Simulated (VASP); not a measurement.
A run of VASP 6.6.1 is set up as follows.

POSCAR

```
Pt
1.0
    0.0000000000      2.0045873128      2.0045873128
    1.9701103811      0.0344769317      1.9701103811
    1.9701103811      1.9701103811      0.0344769317
Pt
1
Direct
    0.0000000000      0.0000000000      0.0000000000
```

File INCAR.step1:

```
SYSTEM = Pt
  PREC = Accurate
  ENCUT = 550
  ISMEAR = 0
  SIGMA = 0.15
  LREAL = .False.
  LASPH = .True.
  NELM = 120
  NBANDS = 11
  GGA = PE
  ALGO = Normal
  EDIFF = 1E-5
  LWAVE = .True.
  LCHARG = .False.
  GGA_COMPAT = .False.
```

Contents of INCAR.step2:

```
SYSTEM = Pt
  PREC = Accurate
  ENCUT = 550
  EDIFF = 1E-6
  ISMEAR = 0
  SIGMA = 0.15
  LREAL = .False.
  LASPH = .True.
  NELM = 120
  ALGO = Normal
  ISIF = 2
  LWAVE = .False.
  LCHARG = .False.
  METAGGA = R2SCAN
  LMIXTAU = .True.
  NBANDS = 11
  ISTART = 1
  GGA_COMPAT = .False.
```

KPOINTS

```
regular mesh
0
Gamma
  26 26 26
  0 0 0
```

Potentials or basis: VASP PAW PBE potentials, release 64 (Pt).

Launch:

```sh
$ cat potpaw_PBE.64/Pt/POTCAR > POTCAR
$ cp INCAR.step1 INCAR
$ mpirun -np 1 vasp_std > vasp.out
$ cp INCAR.step2 INCAR
$ mpirun -np 1 vasp_std > vasp.out
```

Problem. What does it give for the pressure?

Solution. 1.1 GPa.

Problem. What does it give for the band gap on the k mesh?

Solution. Zero (bands 5 and 6 overlap by 2.40 eV).

Stress tensor (GPa, compression positive):
```
 0.37  0.00  0.00
 0.00  1.51 -2.33
 0.00 -2.33  1.51
```

Caveat: the cell differs from its parent crystal (strain +0.0350 x Voigt [0, 0, 0, 1, 0, 0]); the PAW data sets were made with another functional, which shifts forces and pressure a little; spin-orbit coupling is left out, which moves the levels of the heavy elements.
